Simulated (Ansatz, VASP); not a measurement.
# Two plane-wave programs on GaP

```
CELL_PARAMETERS angstrom
0.00000 2.72525 2.72525
2.72525 0.00000 2.72525
2.72525 2.72525 0.00000
ATOMIC_POSITIONS crystal
Ga 0.00000 0.00000 0.00000
P 0.75000 0.75000 0.75000
```

Alike in both runs: task single point; functional r2SCAN; k mesh 8 × 8 × 8; no spin polarisation.

|  | VASP | Ansatz |
| --- | --- | --- |
| version | VASP 6.6.1 | Ansatz 0.2.0 |
| potentials or method | VASP PAW PBE potentials, release 64 (Ga_d, P) | PAW with Ansatz's default frozen-core files, scalar-relativistic |
| plane-wave cutoff (eV) | 520 | 500 |
| occupations | gaussian, width 0.01 eV | fixed |
| valence electrons in the cell | 18 | 18 |

Ansatz gave:

```
gap on the k mesh at the Fermi level (eV) : 1.89
pressure (GPa)                            : 0.0
```

What did VASP give for the same quantities?

gap on the k mesh at the Fermi level (eV): 1.90; pressure (GPa): 0.0.

VASP's potentials were made for PBE, not for r2SCAN.
